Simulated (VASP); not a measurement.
Here is a VASP 6.6.1 calculation.

File INCAR:

```
SYSTEM = H2C18O
ALGO = Normal
EDIFF = 1E-6
ENCUT = 1000
GGA = PS
GGA_COMPAT = .False.
ISIF = 2
ISMEAR = 0
LASPH = .True.
LCHARG = .False.
LREAL = Auto
LWAVE = .False.
NBANDS = 56
NELM = 120
NELMDL = -8
PREC = Accurate
SIGMA = 0.05
```

Contents of KPOINTS:

```
k-points
0
Gamma
  2 2 1
  0 0 0
```

POSCAR

```
H2C18O
1.0
    7.3980000000      0.0000000000      0.0000000000
   -3.6990000000      6.4068560000      0.0000000000
    0.0000000000      0.0000000000     12.0000000000
C O H
18 1 2
Direct
   -0.0028870842     -0.0052962014      0.0629450833
    0.2175613135      0.1050101641      0.0630162500
   -0.0049872006      0.3276833442      0.0628488333
    0.2197961703      0.4400754442      0.0629471667
   -0.0032874640      0.6631939285      0.0629421667
    0.2179781406      0.7737408176      0.0629740833
    0.3281001258     -0.0057756878      0.0630736667
    0.5530991373      0.1067714024      0.0631922500
    0.3300268999      0.3298642891      0.0630134167
    0.5513441840      0.4405440047      0.0630095833
    0.3304280200      0.6613377919      0.0629363333
    0.5509001681      0.7715083654      0.0629415000
    0.6634753658     -0.0036023909      0.0629951667
    0.8848559650      0.1071971963      0.0628775833
    0.6638897018      0.3282792683      0.0630425000
    0.8843827084      0.4384091042      0.0628892500
    0.6616796829      0.6610125153      0.0629576667
    0.8864998116      0.7734367684      0.0629644167
    0.6875528876      0.1155821202      0.3399817500
    0.6404388495      0.1056468258      0.2632753333
    0.6012249833      0.1566481282      0.3815086667
```

Potentials or basis: VASP PAW PBE potentials, release 64 (C_h, O_h, H_h).

Command:

```bash
$ cat potpaw_PBE.64/C_h/POTCAR potpaw_PBE.64/O_h/POTCAR potpaw_PBE.64/H_h/POTCAR > POTCAR
$ mpirun -np 1 vasp_std > vasp.out
```

Estimate the band gap on the k mesh.

0.20 eV.

What does it give for the largest force?

0.033 eV/Å.

Forces in eV/Å, atoms in the order of the input:
```
C    0.005  0.000  0.000
C   -0.002 -0.006  0.000
C   -0.004 -0.005  0.000
C    0.006  0.002 -0.001
C   -0.005  0.004 -0.001
C   -0.001  0.006  0.001
C   -0.002 -0.004  0.001
C    0.008 -0.001  0.000
C   -0.002  0.005 -0.001
C   -0.002  0.004  0.000
C    0.006  0.002  0.000
C   -0.004 -0.002  0.001
C   -0.003  0.005 -0.001
C   -0.007  0.003  0.002
C    0.006 -0.001  0.001
C   -0.004 -0.006  0.000
C   -0.003 -0.005  0.000
C    0.005 -0.001 -0.001
O    0.008 -0.002  0.001
H    0.007 -0.007 -0.031
H   -0.014  0.009  0.028
```

Caveat: the k points lie up to 0.49 Å⁻¹ apart; there is no dipole correction, which matters where the two faces differ; the PAW data sets were made with another functional, which shifts forces and pressure a little.
